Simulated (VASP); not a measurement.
# Cd3O in VASP: notebook

The runs below take Cd3O through single point, relaxation of cell and atoms, with PBE.

Everything below comes from runs of VASP 6.6.1. Logs are shortened: lines on timing, memory, paths and dates and some standing lists are left out, and cuts for length are marked.

**1. The cell of the first run**

The typed cell holds 8 atoms: a = 5.501 Å, b = 5.501 Å, c = 5.501 Å, α = 100.42°, β = 100.42°, γ = 100.42°.

The cell was generated, and may not be a known phase.

**2. Single point, PBE**

File INCAR:

```
SYSTEM = Cd3O
ALGO     = Normal         ! electronic algorithm
EDIFF    = 1E-6           ! SCF threshold, eV
ENCUT    = 520            ! plane-wave cutoff, eV
GGA      = PE             ! functional
ISIF     = 2              ! what is computed and relaxed
ISMEAR   = 0              ! smearing method
LASPH    = .True.         ! aspherical terms in the spheres
LCHARG   = .False.        ! write CHGCAR
LREAL    = .False.        ! projectors in reciprocal space
LWAVE    = .False.        ! write WAVECAR
NBANDS   = 52             ! bands
NELM     = 80             ! most SCF steps
PREC     = Accurate       ! precision mode
SIGMA    = 0.2            ! smearing width, eV
```

File KPOINTS:

```
k-points
0
Gamma
  3 3 3
  0 0 0
```

File POSCAR:

```
Cd3O
1.0
    4.2270967220      2.4405154292      2.5372487485
   -4.2270967220      2.4405154292      2.5372487485
    0.0000000000     -4.8810308618      2.5372487452
Cd O
6 2
Direct
    0.2940796252      0.2941406015      0.8686641006
    0.8686641006      0.2940796252      0.2941406015
    0.2941406015      0.8686641006      0.2940796252
    0.1313358994      0.7058593985      0.7059203748
    0.7058593985      0.7059203748      0.1313358994
    0.7059203748      0.1313358994      0.7058593985
    0.0000000000      0.0000000000      0.0000000000
    0.5000000000      0.5000000000      0.5000000000
```

Potentials or basis: VASP PAW PBE potentials, release 64 (Cd, O).

Started as:

```console
> cat potpaw_PBE.64/Cd/POTCAR potpaw_PBE.64/O/POTCAR > POTCAR
> mpirun -np 1 vasp_std > vasp.out
```

OUTCAR:

```text
SYSTEM = Cd3O
   EDIFF = 1E-6
   ENCUT = 520
   GGA = PE
   ISIF = 2
   ISMEAR = 0
   LASPH = .True.
   LREAL = .False.
   NELM = 80
   PREC = Accurate

 ion  position               nearest neighbor table
   1  0.294  0.294  0.869-   7 2.38   8 2.81   4 2.81   6 2.81   5 2.85   6 3.11   4 3.11   2 3.58
                             3 3.58   3 3.58   2 3.58   2 3.60   3 3.60
   2  0.869  0.294  0.294-   7 2.38   8 2.81   6 2.81   5 2.81   4 2.85   5 3.11   6 3.11   1 3.58
                             3 3.58   1 3.58   3 3.58   1 3.60   3 3.60
   3  0.294  0.869  0.294-   7 2.38   8 2.81   5 2.81   4 2.81   6 2.85   4 3.11   5 3.11   1 3.58
                             2 3.58   1 3.58   2 3.58   1 3.60   2 3.60
   4  0.131  0.706  0.706-   7 2.38   8 2.81   1 2.81   3 2.81   2 2.85   3 3.11   1 3.11   5 3.58
                             6 3.58   5 3.58   6 3.58   5 3.60   6 3.60
   5  0.706  0.706  0.131-   7 2.38   8 2.81   3 2.81   2 2.81   1 2.85   2 3.11   3 3.11   6 3.58
                             4 3.58   4 3.58   6 3.58   6 3.60   4 3.60
   6  0.706  0.131  0.706-   7 2.38   8 2.81   2 2.81   1 2.81   3 2.85   1 3.11   2 3.11   5 3.58
                             4 3.58   5 3.58   4 3.58   5 3.60   4 3.60
   7  0.000  0.000  0.000-   2 2.38   6 2.38   4 2.38   3 2.38   5 2.38   1 2.38
   8  0.500  0.500  0.500-   1 2.81   5 2.81   4 2.81   3 2.81   2 2.81   6 2.81

  LATTYP: Found a trigonal (rhomboedric) cell.
 ALAT       =     5.5010992964
 COS(alpha) =    -0.1809061865

  Lattice vectors:

 A1 = (   4.2270967220,   2.4405154292,   2.5372487485)
 A2 = (  -4.2270967220,   2.4405154292,   2.5372487485)
 A3 = (   0.0000000000,  -4.8810308618,   2.5372487452)

Analysis of symmetry for initial positions (statically):
=====================================================================
 Subroutine PRICEL returns:
 Original cell was already a primitive cell.

 Routine SETGRP: Setting up the symmetry group for a
 trigonal (rhombohedral) supercell.

 Subroutine GETGRP returns: Found  6 space group operations
 (whereof  6 operations were pure point group operations)
 out of a pool of 12 trial point group operations.

The static configuration has the point symmetry D_3 .

Analysis of symmetry for dynamics (positions and initial velocities):
=====================================================================
 Subroutine PRICEL returns:
 Original cell was already a primitive cell.

 Routine SETGRP: Setting up the symmetry group for a
 trigonal (rhombohedral) supercell.

 Subroutine GETGRP returns: Found  6 space group operations
 (whereof  6 operations were pure point group operations)
 out of a pool of 12 trial point group operations.

The dynamic configuration has the point symmetry D_3 .

 Subroutine INISYM returns: Found  6 space group operations
 (whereof  6 operations are pure point group operations),
 and found     1 'primitive' translations

----------------------------------------------------------------------------------------

                                     Primitive cell

  volume of cell :     157.0500

  direct lattice vectors                    reciprocal lattice vectors
     4.227096722  2.440515429  2.537248749     0.118284495  0.068291585  0.131375898
    -4.227096722  2.440515429  2.537248749    -0.118284495  0.068291585  0.131375898
     0.000000000 -4.881030862  2.537248745     0.000000000 -0.136583170  0.131375898

  length of vectors
     5.501099296  5.501099296  5.501099296     0.189511448  0.189511448  0.189511448

  position of ions in fractional coordinates (direct lattice)
     0.294079625  0.294140601  0.868664101
     0.868664101  0.294079625  0.294140601
     0.294140601  0.868664101  0.294079625
     0.131335899  0.705859399  0.705920375
     0.705859399  0.705920375  0.131335899
     0.705920375  0.131335899  0.705859399
     0.000000000  0.000000000  0.000000000
     0.500000000  0.500000000  0.500000000

  ion indices of the primitive-cell ions
   primitive index   ion index
                 1           1
                 2           2
                 3           3
                 4           4
                 5           5
                 6           6
                 7           7
                 8           8

----------------------------------------------------------------------------------------

 KPOINTS: k-points

Automatic generation of k-mesh.
 Grid dimensions read from file:
 generate k-points for:    3    3    3

 Generating k-lattice:

  Cartesian coordinates                     Fractional coordinates (reciprocal lattice)
     0.039428165  0.022763862  0.043791966     0.333333333 -0.000000000  0.000000000
    -0.039428165  0.022763862  0.043791966    -0.000000000  0.333333333  0.000000000
     0.000000000 -0.045527723  0.043791966    -0.000000000 -0.000000000  0.333333333

  Length of vectors
     0.063170483  0.063170483  0.063170483

  Shift w.r.t. Gamma in fractional coordinates (k-lattice)
     0.000000000  0.000000000  0.000000000

 Subroutine IBZKPT returns following result:
 ===========================================

 Found      6 irreducible k-points:

 Following reciprocal coordinates:
            Coordinates               Weight
  0.000000  0.000000  0.000000      1.000000
  0.333333 -0.000000  0.000000      6.000000
  0.333333  0.333333  0.000000      6.000000
 -0.333333  0.333333  0.000000      6.000000
  0.333333  0.333333  0.333333      2.000000
 -0.333333  0.333333  0.333333      6.000000
   k-points           NKPTS =      6   k-points in BZ     NKDIM =      6   number of bands    NBANDS=     52
   number of dos      NEDOS =    301   number of ions     NIONS =      8
   total plane-waves  NPLWV =  74088
   dimension x,y,z NGX =    42 NGY =   42 NGZ =   42
   dimension x,y,z NGXF=    84 NGYF=   84 NGZF=   84
   ions per type =               6   2
   NGX,Y,Z   is equivalent  to a cutoff of  12.69, 12.69, 12.69 a.u.
   NGXF,Y,Z  is equivalent  to a cutoff of  25.39, 25.39, 25.39 a.u.
 SYSTEM =  Cd3O
   PREC   = accura    normal or accurate (medium, high low for compatibility)
   ISTART =      0    job   : 0-new  1-cont  2-samecut
   ICHARG =      2    charge: 1-file 2-atom 10-const
   ISPIN  =      1    spin polarized calculation?
   LNONCOLLINEAR =      F non collinear calculations
   LSORBIT =      F    spin-orbit coupling
   LASPH  =      T    aspherical Exc in radial PAW
   ENCUT  =  520.0 eV  38.22 Ry    6.18 a.u.  10.23 10.23 10.23*2*pi/ulx,y,z
   NELM   =     80;   NELMIN=  2; NELMDL= -5     # of ELM steps
   EDIFF  = 0.1E-05   stopping-criterion for ELM
   LREAL  =      F    real-space projection
[... 7 lines left out ...]
   TEBEG  =    0.0;   TEEND  =   0.0 temperature during run
   PSTRESS=    0.0 pullay stress
   NELECT =      84.0000    total number of electrons
   NUPDOWN=      -1.0000    fix difference up-down
   EMIN   =  10.00;   EMAX   =-10.00  energy-range for DOS
   EFERMI =   0.00;   METHOD = LEGACY
   ISMEAR =     0;   SIGMA  =   0.20  broadening in eV -4-tet -1-fermi 0-gaus
   EFERMI_NEDOS =   21; number of points for ismear=-14 and -15
   IALGO  =     38    algorithm
   IMIX   =      4    mixing-type and parameters
     AMIX     =   0.40;   BMIX     =  1.00
     AMIX_MAG =   1.60;   BMIX_MAG =  1.00
  volume/ion in A,a.u.               =      19.63       132.48
  Fermi-wavevector in a.u.,A,eV,Ry     =   1.328889  2.511235 24.027140  1.765945
  Thomas-Fermi vector in A             =   2.458092
   LORBIT       =      0    0 simple, 1 ext, 2 COOP (PROOUT), +10 PAW based schemes
   GGA     = PE    functional components
   LHFCALC =     F    Hartree Fock is set to
   AEXX    =    0.0000 exact exchange contribution
   IVDW    =     0    specifies the selected vdW correction
   LEPSILON=     F    determine dielectric tensor
   LRPA    =     F    only Hartree local field effects (RPA)
 non-spin polarized calculation
 Gauss-broadening in eV      SIGMA  =   0.20
  energy-cutoff  :      520.00
  volume of cell :      157.05
 maximum number of plane-waves:      4245
 NGX is ok and might be reduce to    42
   NGX = 21   NGY = 21   NGZ = 21

 number of electron      84.0000019 magnetization

 Free energy of the ion-electron system (eV)
  ---------------------------------------------------
  ext. energy  EPLUGINS =         0.00000000
  ---------------------------------------------------
  free energy    TOTEN  =       -15.18968575 eV

  energy without entropy =      -15.13202010  energy(sigma->0) =      -15.16085293

 E-fermi :   2.1427     XC(G=0): -10.5777

 val. band max:        1.9668480370   @ k =   0.3333   0.3333   0.3333
 cond. band min:       2.1455698731   @ k =  -0.3333   0.3333   0.3333
 fundamental gap:      0.1787218361
 Fermi energy:         2.1426639005

 k-point     1 :       0.0000    0.0000    0.0000
  band No.  band energies     occupation
      1     -16.1771      2.00000
      2     -13.7306      2.00000
      3      -7.2976      2.00000
      4      -7.2155      2.00000
      5      -7.2155      2.00000
      6      -7.1397      2.00000
[... 44 lines left out ...]
     51       8.0655      0.00000
     52       8.7677      0.00000

 k-point     2 :       0.3333   -0.0000    0.0000
  band No.  band energies     occupation
      1     -16.1726      2.00000
      2     -13.7292      2.00000
      3      -7.3163      2.00000
      4      -7.3102      2.00000
      5      -7.2982      2.00000
      6      -7.1609      2.00000
[... 44 lines left out ...]
     51       7.6591      0.00000
     52       7.9744      0.00000

 k-point     3 :       0.3333    0.3333    0.0000
  band No.  band energies     occupation
      1     -16.1695      2.00000
      2     -13.7251      2.00000
      3      -7.3915      2.00000
      4      -7.3410      2.00000
      5      -7.2711      2.00000
      6      -7.2199      2.00000
[... 44 lines left out ...]
     51       7.4724      0.00000
     52       8.1136      0.00000

 k-point     4 :      -0.3333    0.3333    0.0000
  band No.  band energies     occupation
      1     -16.1703      2.00000
      2     -13.7247      2.00000
      3      -7.4472      2.00000
      4      -7.3043      2.00000
      5      -7.2939      2.00000
      6      -7.2048      2.00000
[... 44 lines left out ...]
     51       7.9116      0.00000
     52       8.1670      0.00000

 k-point     5 :       0.3333    0.3333    0.3333
  band No.  band energies     occupation
      1     -16.1676      2.00000
      2     -13.7207      2.00000
      3      -7.4060      2.00000
      4      -7.4023      2.00000
      5      -7.4022      2.00000
      6      -7.2768      2.00000
[... 44 lines left out ...]
     51       8.2833      0.00000
     52       8.5574      0.00000

 k-point     6 :      -0.3333    0.3333    0.3333
  band No.  band energies     occupation
      1     -16.1688      2.00000
      2     -13.7205      2.00000
      3      -7.4517      2.00000
      4      -7.3486      2.00000
      5      -7.3151      2.00000
      6      -7.2687      2.00000
[... 44 lines left out ...]
     51       8.2835      0.00000
     52       8.3285      0.00000

------------------------ aborting loop because EDIFF is reached ----------------------------------------

  FORCE on cell =-STRESS in cart. coord.  units (eV):
  Direction    XX          YY          ZZ          XY          YZ          ZX
  --------------------------------------------------------------------------------------
  -------------------------------------------------------------------------------------
  Total        0.5905347      0.5905347     -0.1305895      0.0000000      0.0000000      0.0000000
  in kB        6.0244574      6.0244574     -1.3322354      0.0000000      0.0000000      0.0000000
  external PRESSURE =       3.5722265 kB  Pullay stress =       0.0000000 kB

 VOLUME and BASIS-vectors are now :
 -----------------------------------------------------------------------------
  energy-cutoff  :      520.00
  volume of cell :      157.05
      direct lattice vectors                 reciprocal lattice vectors
     4.227096722  2.440515429  2.537248749     0.118284495  0.068291585  0.131375898
    -4.227096722  2.440515429  2.537248749    -0.118284495  0.068291585  0.131375898
     0.000000000 -4.881030862  2.537248745     0.000000000 -0.136583170  0.131375898

 POSITION                                       TOTAL-FORCE (eV/Angst)
 -----------------------------------------------------------------------------------
     -0.00026     -2.80442      3.69648         0.002517      0.040775     -0.017475
      2.42882      1.40198      3.69648        -0.036570     -0.018207     -0.017475
     -2.42857      1.40243      3.69648         0.034053     -0.022567     -0.017475
     -2.42857     -1.40243      3.91527         0.034053      0.022567      0.017475
     -0.00026      2.80442      3.91527         0.002517     -0.040775      0.017475
      2.42882     -1.40198      3.91527        -0.036570      0.018207      0.017475
      0.00000      0.00000      0.00000         0.000000      0.000000      0.000000
      0.00000     -0.00000      3.80587         0.000000      0.000000      0.000000
 -----------------------------------------------------------------------------------
    total drift:                                0.000000      0.000000      0.000000

  FREE ENERGIE OF THE ION-ELECTRON SYSTEM (eV)
  ---------------------------------------------------
  free  energy   TOTEN  =       -15.1896857543 eV

  energy  without entropy=      -15.1320201010  energy(sigma->0) =      -15.16085293
```

Run time: 47 s. Hardware: 1 thread of Intel Xeon Platinum 8488C (Sapphire Rapids), shared host; peak memory 0.25 GiB.

What came out:

| Item | Value |
| --- | --- |
| Free energy | -15.1897 eV |
| Pressure | 0.4 GPa |
| Largest force | 0.044 eV/Å |
| Band gap on the k mesh | zero (bands 42 and 43 overlap by 0.44 eV) |

Forces on the atoms (eV/Å):
```
Cd   0.003  0.041 -0.017
Cd  -0.037 -0.018 -0.017
Cd   0.034 -0.023 -0.017
Cd   0.034  0.023  0.017
Cd   0.003 -0.041  0.017
Cd  -0.037  0.018  0.017
O    0.000  0.000  0.000
O    0.000  0.000  0.000
```

Levels at points of the mesh, in eV from the Fermi level:
```
           k point  band 39  band 40  band 41  band 42  band 43  band 44  band 45  band 46
(0.00, 0.00, 0.00)    -2.06    -2.06    -1.21     0.27     0.93     0.93     2.24     2.60
```

Caveat: the k points lie up to 0.40 Å⁻¹ apart; semilocal functionals underestimate gaps, and a narrow one can read as zero.

**3. Relaxation of cell and atoms, PBE**

This run uses another cell than the first one, of 20.27 Å³/atom.

File INCAR:

```
SYSTEM = Cd3O
PREC = Accurate
ENCUT = 600
EDIFF = 1E-6
ISMEAR = 0
SIGMA = 0.2
LREAL = .False.
LASPH = .True.
NELM = 100
ALGO = Normal
ISIF = 3
LWAVE = .False.
LCHARG = .False.
GGA = PE
IBRION = 2
NSW = 36
EDIFFG = -0.08
```

File KPOINTS:

```
regular mesh
0
Gamma
  3 3 3
  0 0 0
```

File POSCAR:

```
Cd3O
1.0
    3.5553079900      2.0526580200      3.7030653200
   -3.5553079900      2.0526580200      3.7030653200
    0.0000000000     -4.1053160500      3.7030653200
Cd O
6 2
Direct
    0.3254719800      0.3353627800      0.8996937300
    0.8996937300      0.3254719800      0.3353627800
    0.3353627800      0.8996937300      0.3254719800
    0.1003062700      0.6646372200      0.6745280200
    0.6646372200      0.6745280200      0.1003062700
    0.6745280200      0.1003062700      0.6646372200
    0.0000000000      0.0000000000      0.0000000000
    0.5000000000      0.5000000000      0.5000000000
```

Potentials or basis: VASP PAW PBE potentials, release 64 (Cd, O).

Started as:

```console
> cat potpaw_PBE.64/Cd/POTCAR potpaw_PBE.64/O/POTCAR > POTCAR
> mpirun -np 1 vasp_std > vasp.out
```

It took 16 min on 1 thread of Intel Xeon Platinum 8488C (Sapphire Rapids), shared host; peak memory 0.35 GiB.

It converged, with:

- Free energy: -15.1582 eV
- Relaxed volume: 19.67 Å³/atom
- Relaxed cell: a = 5.525 Å, b = 5.525 Å, c = 5.525 Å, α = 101.27°, β = 101.27°, γ = 101.27°
- Space group after relaxing (to 0.1 Å): R-3m (No. 166)
- Energy gained by relaxing: 691.1 meV/atom
- Ionic steps: 26
- Pressure after relaxing: -0.4 GPa
- Largest force after relaxing: 0.052 eV/Å
- Band gap on the k mesh: zero (bands 42 and 43 overlap by 0.33 eV)

Forces on the atoms (eV/Å):
```
Cd   0.011 -0.051 -0.002
Cd   0.038  0.035 -0.002
Cd  -0.050  0.016 -0.002
Cd  -0.050 -0.016  0.002
Cd   0.011  0.051  0.002
Cd   0.038 -0.035  0.002
O    0.000  0.000  0.000
O    0.000  0.000  0.000
```

Stress tensor (GPa, compression positive):
```
-0.47  0.00  0.00
 0.00 -0.47  0.00
 0.00  0.00 -0.21
```

Step by step:
```csv
step,energy change (eV),largest force (eV/Å),pressure (GPa),volume (Å³)
1,0.0000,5.0642,16.70,162.15
2,-3.1906,0.4179,-6.83,214.71
3,-3.8215,0.5481,-3.52,191.73
4,-4.2972,0.4017,-2.49,180.34
5,-4.4877,0.9213,7.89,147.65
6,-4.7157,0.1862,0.56,164.76
7,-4.7508,0.2927,2.26,159.43
8,-4.9760,0.4112,1.17,160.28
9,-5.0681,0.5172,0.62,160.47
10,-5.1503,0.2989,-0.76,163.46
11,-5.1563,0.3150,-1.19,164.56
12,-5.2225,0.2968,-0.04,160.90
13,-5.2392,0.3097,1.12,157.86
14,-5.2881,0.1864,0.71,158.71
15,-5.3437,0.0655,0.00,160.53
16,-5.3568,0.2165,-1.02,164.11
17,-5.3998,0.2167,-0.99,163.32
18,-5.4410,0.2267,-0.88,162.06
19,-5.4375,0.2925,-0.67,159.25
20,-5.4552,0.2332,-0.80,160.93
21,-5.4791,0.1660,-0.26,159.19
22,-5.4964,0.1311,0.98,155.68
23,-5.5114,0.1534,0.67,155.81
24,-5.5169,0.2174,0.34,155.95
25,-5.5255,0.1342,-0.02,156.64
26,-5.5287,0.0521,-0.38,157.38
```

Final structure:
```xyz
8
Lattice="4.2717 2.4663 2.4898 -4.2717 2.4663 2.4898 0.0000 -4.9326 2.4898" Properties=species:S:1:pos:R:3 pbc="T T T"
Cd   -0.0010   -2.7730    3.5593
Cd    2.4020    1.3856    3.5593
Cd   -2.4010    1.3874    3.5593
Cd   -2.4010   -1.3874    3.9101
Cd   -0.0010    2.7730    3.9101
Cd    2.4020   -1.3856    3.9101
O     0.0000    0.0000    0.0000
O     0.0000    0.0000    3.7347
```

Levels at points of the mesh, in eV from the Fermi level:
| k point | band 40 | band 41 | band 42 | band 43 | band 44 | band 45 |
| --- | --- | --- | --- | --- | --- | --- |
| (0.00, 0.00, 0.00) | -1.96 | -1.12 | -0.03 | 0.98 | 0.98 | 2.18 |

Caveat: the k points lie up to 0.40 Å⁻¹ apart in the final cell; semilocal functionals underestimate gaps, and a narrow one can read as zero; the relaxation stopped at a loose force limit of 0.08 eV/Å, so its end isn't a converged minimum.

The gap in the log of VASP goes by the Fermi energy; the results here count the filled bands.